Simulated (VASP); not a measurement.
# SnO2 (P4_2/mnm) in VASP: single point with r2SCAN

Aim: the single point of SnO2 with r2SCAN.

Everything below comes from runs of VASP 6.6.1. Logs are shortened: lines on timing, memory, paths and dates and some standing lists are left out, and cuts for length are marked.

## Step 1: The cell of the first run

The structure is tetragonal, space group P4_2/mnm (No. 136). Conventional cell: a = 4.761 Å, b = 4.761 Å, c = 3.200 Å, α = 90.00°, β = 90.00°, γ = 90.00°. Sn (site symmetry mmm) has 6 O at 2.06 to 2.07 Å within 2.7 Å. O (site symmetry m2m) has 3 Sn at 2.06 to 2.07 Å and 1 O at 2.61 Å within 2.7 Å.

## Step 2: Single point, r2SCAN

Input file POSCAR:

```
SnO2
1.0
    4.7605737225      0.0000000000      0.0000000000
    0.0000000000      4.7605737225      0.0000000000
    0.0000000000      0.0000000000      3.2000802721
Sn O
2 4
Direct
    0.0000000000      0.0000000000      0.0000000000
    0.5000000000      0.5000000000      0.5000000000
    0.3058781126      0.3058781126      0.0000000000
    0.1941218874      0.8058781126      0.5000000000
    0.8058781126      0.1941218874      0.5000000000
    0.6941218874      0.6941218874      0.0000000000
```

Input file INCAR.step1:

```
SYSTEM = SnO2
PREC     = Accurate       ! precision mode
ENCUT    = 520            ! plane-wave cutoff, eV
ISMEAR   = 0              ! smearing method
SIGMA    = 0.01           ! smearing width, eV
LREAL    = .False.        ! projectors in reciprocal space
LASPH    = .True.         ! aspherical terms in the spheres
NELM     = 60             ! most SCF steps
NBANDS   = 35             ! bands
GGA      = PE             ! functional
ALGO     = Normal         ! electronic algorithm
EDIFF    = 1E-4           ! SCF threshold, eV
LWAVE    = .True.         ! write WAVECAR
LCHARG   = .False.        ! write CHGCAR
```

Input file INCAR.step2:

```
SYSTEM = SnO2
PREC     = Accurate       ! precision mode
ENCUT    = 520            ! plane-wave cutoff, eV
EDIFF    = 1E-6           ! SCF threshold, eV
ISMEAR   = 0              ! smearing method
SIGMA    = 0.01           ! smearing width, eV
LREAL    = .False.        ! projectors in reciprocal space
LASPH    = .True.         ! aspherical terms in the spheres
NELM     = 60             ! most SCF steps
ALGO     = Normal         ! electronic algorithm
ISIF     = 2              ! what is computed and relaxed
LWAVE    = .False.        ! write WAVECAR
LCHARG   = .False.        ! write CHGCAR
METAGGA  = R2SCAN         ! meta-GGA
LMIXTAU  = .True.       
NBANDS   = 35             ! bands
ISTART   = 1
```

Input file KPOINTS:

```
Automatic mesh
0
Gamma
  4 4 6
  0 0 0
```

Potentials or basis: VASP PAW PBE potentials, release 64 (Sn_d, O).

The run is started by

```
$ cat potpaw_PBE.64/Sn_d/POTCAR potpaw_PBE.64/O/POTCAR > POTCAR
$ cp INCAR.step1 INCAR
$ mpirun -np 1 vasp_std > vasp.out
$ cp INCAR.step2 INCAR
$ mpirun -np 1 vasp_std > vasp.out
```

OUTCAR:

```text
SYSTEM = SnO2
   PREC = Accurate
   ENCUT = 520
   EDIFF = 1E-6
   ISMEAR = 0
   LREAL = .False.
   LASPH = .True.
   NELM = 60
   ISIF = 2
   METAGGA = R2SCAN
   ISTART = 1

 ion  position               nearest neighbor table
   1  0.000  0.000  0.000-   3 2.06   6 2.06   5 2.07   4 2.07   4 2.07   5 2.07   2 3.73   2 3.73
                             2 3.73   2 3.73   2 3.73   2 3.73   2 3.73   2 3.73
   2  0.500  0.500  0.500-   4 2.06   5 2.06   3 2.07   6 2.07   3 2.07   6 2.07   1 3.73   1 3.73
                             1 3.73   1 3.73   1 3.73   1 3.73   1 3.73   1 3.73
   3  0.306  0.306  0.000-   1 2.06   2 2.07   2 2.07
   4  0.194  0.806  0.500-   2 2.06   1 2.07   1 2.07
   5  0.806  0.194  0.500-   2 2.06   1 2.07   1 2.07
   6  0.694  0.694  0.000-   1 2.06   2 2.07   2 2.07

  LATTYP: Found a simple tetragonal cell.
 ALAT       =     4.7605737225
 C/A-ratio  =     0.6722047507

  Lattice vectors:

 A1 = (   4.7605737225,   0.0000000000,   0.0000000000)
 A2 = (   0.0000000000,   4.7605737225,   0.0000000000)
 A3 = (   0.0000000000,   0.0000000000,   3.2000802721)

Analysis of symmetry for initial positions (statically):
=====================================================================
 Subroutine PRICEL returns:
 Original cell was already a primitive cell.

 Routine SETGRP: Setting up the symmetry group for a
 simple tetragonal supercell.

 Subroutine GETGRP returns: Found 16 space group operations
 (whereof  8 operations were pure point group operations)
 out of a pool of 16 trial point group operations.

The static configuration has the point symmetry D_2h.
 The point group associated with its full space group is D_4h.

Analysis of symmetry for dynamics (positions and initial velocities):
=====================================================================
 Subroutine PRICEL returns:
 Original cell was already a primitive cell.

 Routine SETGRP: Setting up the symmetry group for a
 simple tetragonal supercell.

 Subroutine GETGRP returns: Found 16 space group operations
 (whereof  8 operations were pure point group operations)
 out of a pool of 16 trial point group operations.

The dynamic configuration has the point symmetry D_2h.
 The point group associated with its full space group is D_4h.

 Subroutine INISYM returns: Found 16 space group operations
 (whereof  8 operations are pure point group operations),
 and found     1 'primitive' translations

[... 104 lines left out ...]
   NSW    =      0    number of steps for IOM
   IBRION =     -1    ionic relax: 0-MD 1-quasi-New 2-CG
   NFREE  =      0    steps in history (QN), initial steepest desc. (CG)
   ISIF   =      2    stress and relaxation
   ISYM   =      2    0-nonsym 1-usesym 2-fastsym
   POTIM  = 0.5000    time-step for ionic-motion
   TEBEG  =    0.0;   TEEND  =   0.0 temperature during run
   PSTRESS=    0.0 pullay stress
   NELECT =      52.0000    total number of electrons
   NUPDOWN=      -1.0000    fix difference up-down
   EMIN   =  10.00;   EMAX   =-10.00  energy-range for DOS
   EFERMI =   0.00;   METHOD = LEGACY
   ISMEAR =     0;   SIGMA  =   0.01  broadening in eV -4-tet -1-fermi 0-gaus
   EFERMI_NEDOS =   21; number of points for ismear=-14 and -15
   IALGO  =     38    algorithm
   IMIX   =      4    mixing-type and parameters
     AMIX     =   0.40;   BMIX     =  1.00
     AMIX_MAG =   1.60;   BMIX_MAG =  1.00
  volume/ion in A,a.u.               =      12.09        81.57
  Fermi-wavevector in a.u.,A,eV,Ry     =   1.465265  2.768949 29.211722  2.147001
  Thomas-Fermi vector in A             =   2.581142
   LORBIT       =      0    0 simple, 1 ext, 2 COOP (PROOUT), +10 PAW based schemes
   METAGGA = R2SCAN    functional components
   LHFCALC =     F    Hartree Fock is set to
   AEXX    =    0.0000 exact exchange contribution
   IVDW    =     0    specifies the selected vdW correction
   LEPSILON=     F    determine dielectric tensor
   LRPA    =     F    only Hartree local field effects (RPA)
 non-spin polarized calculation
 Gauss-broadening in eV      SIGMA  =   0.01
  energy-cutoff  :      520.00
  volume of cell :       72.52
 maximum number of plane-waves:      1992
 NGX is ok and might be reduce to    36
   NGX = 17   NGY = 17   NGZ = 11

 number of electron      52.0000003 magnetization

 Free energy of the ion-electron system (eV)
  ---------------------------------------------------
  ext. energy  EPLUGINS =         0.00000000
  ---------------------------------------------------
  free energy    TOTEN  =       -84.62880055 eV

  energy without entropy =      -84.62880055  energy(sigma->0) =      -84.62880055

 E-fermi :   5.6290     XC(G=0): -11.9691

 val. band max:        5.5572429908   @ k =   0.0000   0.0000   0.0000
 cond. band min:       7.3509381452   @ k =   0.0000   0.0000   0.0000
 fundamental gap:      1.7936951544
 Fermi energy:         5.6290008519

 k-point     1 :       0.0000    0.0000    0.0000
  band No.  band energies     occupation
      1     -16.1808      2.00000
      2     -15.2679      2.00000
      3     -14.9676      2.00000
      4     -14.9676      2.00000
      5     -14.9453      2.00000
      6     -14.9063      2.00000
[... 901 lines left out ...]
     34      17.6166      0.00000
     35      19.5193      0.00000

------------------------ aborting loop because EDIFF is reached ----------------------------------------

  FORCE on cell =-STRESS in cart. coord.  units (eV):
  Direction    XX          YY          ZZ          XY          YZ          ZX
  --------------------------------------------------------------------------------------
  -------------------------------------------------------------------------------------
  Total        0.4003101      0.4003101      0.6615152      0.0000000      0.0000000      0.0000000
  in kB        8.8435704      8.8435704     14.6140623      0.0000000      0.0000000      0.0000000
  external PRESSURE =      10.7670677 kB  Pullay stress =       0.0000000 kB

 VOLUME and BASIS-vectors are now :
 -----------------------------------------------------------------------------
  energy-cutoff  :      520.00
  volume of cell :       72.52
      direct lattice vectors                 reciprocal lattice vectors
     4.760573723  0.000000000  0.000000000     0.210058715  0.000000000  0.000000000
     0.000000000  4.760573723  0.000000000     0.000000000  0.210058715  0.000000000
     0.000000000  0.000000000  3.200080272     0.000000000  0.000000000  0.312492161

 POSITION                                       TOTAL-FORCE (eV/Angst)
 -----------------------------------------------------------------------------------
      0.00000      0.00000      0.00000         0.000000     -0.000000      0.000000
      2.38029      2.38029      1.60004         0.000000     -0.000000      0.000000
      1.45616      1.45616      0.00000        -0.016700     -0.016700      0.000000
      0.92413      3.83644      1.60004         0.016700     -0.016700      0.000000
      3.83644      0.92413      1.60004        -0.016700      0.016700     -0.000000
      3.30442      3.30442      0.00000         0.016700      0.016700     -0.000000
 -----------------------------------------------------------------------------------
    total drift:                                0.000000      0.000000      0.000000

  FREE ENERGIE OF THE ION-ELECTRON SYSTEM (eV)
  ---------------------------------------------------
  free  energy   TOTEN  =       -84.6288005486 eV

  energy  without entropy=      -84.6288005486  energy(sigma->0) =      -84.62880055
```

OUTCAR.step1:

```text
SYSTEM = SnO2
   PREC = Accurate
   ENCUT = 520
   ISMEAR = 0
   LREAL = .False.
   LASPH = .True.
   NELM = 60
[... 1150 lines left out ...]
      0.92413      3.83644      1.60004         0.032620     -0.032620     -0.000000
      3.83644      0.92413      1.60004        -0.032620      0.032620     -0.000000
      3.30442      3.30442      0.00000         0.032620      0.032620     -0.000000
 -----------------------------------------------------------------------------------
    total drift:                                0.000000      0.000000      0.000000

  FREE ENERGIE OF THE ION-ELECTRON SYSTEM (eV)
  ---------------------------------------------------
  free  energy   TOTEN  =       -37.2271824489 eV

  energy  without entropy=      -37.2271824489  energy(sigma->0) =      -37.22718245
```

OSZICAR.step1:

```text
N       E                     dE             d eps       ncg     rms          rms(c)
DAV:   1     0.631802160216E+03    0.63180E+03   -0.25704E+04  1900   0.231E+03
DAV:   2     0.571217983375E+02   -0.57468E+03   -0.54397E+03  1803   0.613E+02
DAV:   3    -0.383735661217E+02   -0.95495E+02   -0.93707E+02  1815   0.207E+02
DAV:   4    -0.433140127408E+02   -0.49404E+01   -0.49021E+01  2109   0.506E+01
DAV:   5    -0.434444911437E+02   -0.13048E+00   -0.13025E+00  2084   0.861E+00    0.160E+01
DAV:   6    -0.371419743761E+02    0.63025E+01   -0.17461E+01  2607   0.636E+01    0.622E+00
DAV:   7    -0.372555579557E+02   -0.11358E+00   -0.20220E+00  1964   0.789E+00    0.321E+00
DAV:   8    -0.372332775974E+02    0.22280E-01   -0.16458E-01  2429   0.408E+00    0.752E-01
DAV:   9    -0.372263952676E+02    0.68823E-02   -0.33652E-02  2749   0.293E+00    0.130E-01
DAV:  10    -0.372270705409E+02   -0.67527E-03   -0.37769E-03  2098   0.475E-01    0.535E-02
DAV:  11    -0.372271816654E+02   -0.11112E-03   -0.16191E-04  1685   0.100E-01    0.133E-02
DAV:  12    -0.372271824489E+02   -0.78358E-06   -0.23929E-05  1044   0.454E-02
   1 F= -.37227182E+02 E0= -.37227182E+02  d E =-.272350E-18
```

Run time: 4.3 min. Hardware: 1 thread of Intel Xeon 8259CL, shared host; peak memory 0.2 GiB.

What came out:

- Free energy: -84.6288 eV
- Pressure: 1.1 GPa
- Largest force: 0.024 eV/Å
- Band gap on the k mesh: 1.79 eV

Forces on the atoms (eV/Å):
```
Sn   0.000  0.000  0.000
Sn   0.000  0.000  0.000
O   -0.017 -0.017  0.000
O    0.017 -0.017  0.000
O   -0.017  0.017  0.000
O    0.017  0.017  0.000
```

Caveat: the structure was generated, so it needn't be the stable form of SnO2; the PAW data sets were made with another functional, which shifts forces and pressure a little; spin-orbit coupling is left out, which moves the levels of the heavy elements.
